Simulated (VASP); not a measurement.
Co14NiW5, 20 atoms in the cell. The cell holds a disordered packing, 20 atoms: a = 6.412 Å, b = 6.156 Å, c = 6.644 Å, α = 89.00°, β = 94.63°, γ = 91.19°. 

* Program: VASP 6.6.1
* Task: single point
* Functional: PBE
* Potentials or basis: VASP PAW PBE potentials, release 64 (Co, W_sv, Ni)
* Cutoff: 400 eV
* k mesh: 1 × 1 × 1, shifted
* Occupations: fermi-dirac, width 0.112 eV
* Spin: no spin polarisation
* Dipole correction: no
* Mended: yes
* Further INCAR settings: LREAL = Auto; ALGO = Normal; EDIFF = 1e-06; NBANDS = 119; ISYM = -1

Potentials or basis: VASP PAW PBE potentials, release 64 (Co, W_sv, Ni).

The run is started by

```sh
$ cat potpaw_PBE.64/Co/POTCAR potpaw_PBE.64/W_sv/POTCAR potpaw_PBE.64/Ni/POTCAR > POTCAR
$ mpirun -np 1 vasp_std > vasp.out
```

Hardware: 1 thread of AMD EPYC 7R43 64-Core Processor (Zen 3) (shared host).

Task: How long does it take, and how much memory?

Result: Run time: 2.7 min on 1 thread of AMD EPYC 7R43 64-Core Processor (Zen 3), with other jobs on the host, peak memory 0.25 GiB. Counts: scf iterations 34, k points 1.
